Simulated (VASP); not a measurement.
Crystal: Mo.

```
Mo
1.0
     2.56293    0.00000    0.00000
     0.00000    2.56293    0.00000
     0.00000    0.00000    2.56293
Mo
1
Direct
  0.00000 0.00000 0.00000
```

* Program: VASP 6.6.1
* Task: relaxation of cell and atoms
* Functional: PBEsol
* Potentials or basis: VASP PAW PBE potentials, release 64 (Mo_sv)
* Cutoff: 600 eV
* k mesh: 12 × 12 × 12
* Occupations: fermi-dirac, width 0.1 eV
* Spin: no spin polarisation

At the start: pressure 3.4 GPa; volume 16.83 Å³/atom.

Q: Where does the relaxation end?

A: Over 3 steps the energy falls by 2.8 meV/atom and the volume is 17.11 Å³/atom (+1.6 %); space group Pm-3m (No. 221, to 0.05 Å).

The path:
| step | energy change (eV) | largest force (eV/Å) | pressure (GPa) | volume (Å³) |
| --- | --- | --- | --- | --- |
| 1 | 0.0000 | 0.0000 | 3.40 | 16.83 |
| 2 | 0.0107 | 0.0000 | -6.83 | 17.72 |
| 3 | -0.0028 | 0.0000 | -0.03 | 17.11 |

Final structure:
```
Mo
1.0
     2.57669    0.00000    0.00000
     0.00000    2.57669    0.00000
     0.00000    0.00000    2.57669
Mo
1
Direct
  0.00000 0.00000 0.00000
```

Caveat: the PAW data sets were made with another functional, which shifts forces and pressure a little.
